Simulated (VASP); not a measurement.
Set up this calculation in VASP 6.6.1, as the native input.

* Task: single point
* Functional: PBE
* Potentials or basis: VASP PAW PBE potentials, release 64 (Be)
* Cutoff: 520 eV
* k mesh: 20 × 20 × 20
* Occupations: fermi-dirac, width 0.08 eV
* Spin: no spin polarisation
* Dipole correction: no
* Further INCAR settings: ALGO = Normal; EDIFF = 1e-07; NBANDS = 9

The structure of Be lies in POSCAR:

```
Be
1.0
   -1.5061608674      1.5061608674      0.8282014875
    1.5061608674     -1.5061608674      0.8282014875
    1.5061608674      1.5061608674     -0.8282014875
Be
2
Direct
   -0.3750000000     -0.1250000000     -0.2500000000
    0.3750000000      0.1250000000      0.2500000000
```

One way to write it, as run:

INCAR

```
PREC     = Accurate       # precision mode
ENCUT    = 520            # plane-wave cutoff, eV
EDIFF    = 1E-7           # SCF threshold, eV
ISMEAR   = -1             # smearing method
SIGMA    = 0.08           # smearing width, eV
LREAL    = F              # projectors in reciprocal space
LASPH    = T              # aspherical terms in the spheres
NELM     = 60             # most SCF steps
ALGO     = Normal         # electronic algorithm
ISIF     = 2              # what is computed and relaxed
LWAVE    = F              # write WAVECAR
LCHARG   = F              # write CHGCAR
GGA      = PE             # functional
NBANDS   = 9              # bands
```

KPOINTS

```
regular mesh
0
Gamma
  20 20 20
```

Potentials or basis: VASP PAW PBE potentials, release 64 (Be).

The run is started by

```console
$ cat potpaw_PBE.64/Be/POTCAR > POTCAR
$ mpirun -np 1 vasp_std > vasp.out
```

Results of the run:

* Pressure: 341.5 GPa
* Band gap on the k mesh: zero (bands 2 and 3 overlap by 10.45 eV)

Caveat: the cell stands under pressure.

Run time: 19 s on 1 thread of AMD EPYC 9R45 96-Core Processor (Zen 5), on a shared host, peak memory 0.12 GiB.
